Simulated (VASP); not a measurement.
A run of VASP 6.6.1 is set up as follows.

Contents of INCAR:

```
ALGO = Normal ; EDIFF = 1E-6
ENCUT = 500 ; GGA = PS
GGA_COMPAT = F ; ISIF = 2
ISMEAR = -1 ; LASPH = T
LCHARG = T ; LELF = T
LREAL = F ; LVHAR = T
LWAVE = F ; NBANDS = 21
NELM = 120 ; PREC = Accurate
SIGMA = 0.02
```

Contents of KPOINTS:

```
k-points
0
Gamma
  5 5 5
```

The input POSCAR:

```
Ge
1.0
    0.0000000000      2.8420406234      2.8420406234
    2.8420406234      0.0000000000      2.8420406234
    2.8420406234      2.8420406234      0.0000000000
Ge
2
Direct
    0.0000000000      0.0000000000      0.0000000000
    0.2500000000      0.2500000000      0.2500000000
```

Potentials or basis: VASP PAW PBE potentials, release 64 (Ge_d).

Command:

```bash
$ cat potpaw_PBE.64/Ge_d/POTCAR > POTCAR
$ mpirun -np 1 vasp_std > vasp.out
```

(1) What does it give for the band gap on the k mesh?

(2) What does it give for the pressure?

Answers

(1) zero (filled and empty bands touch).

(2) -0.5 GPa.

Caveat: the k points lie up to 0.38 Å⁻¹ apart; the PAW data sets were made with another functional, which shifts forces and pressure a little.
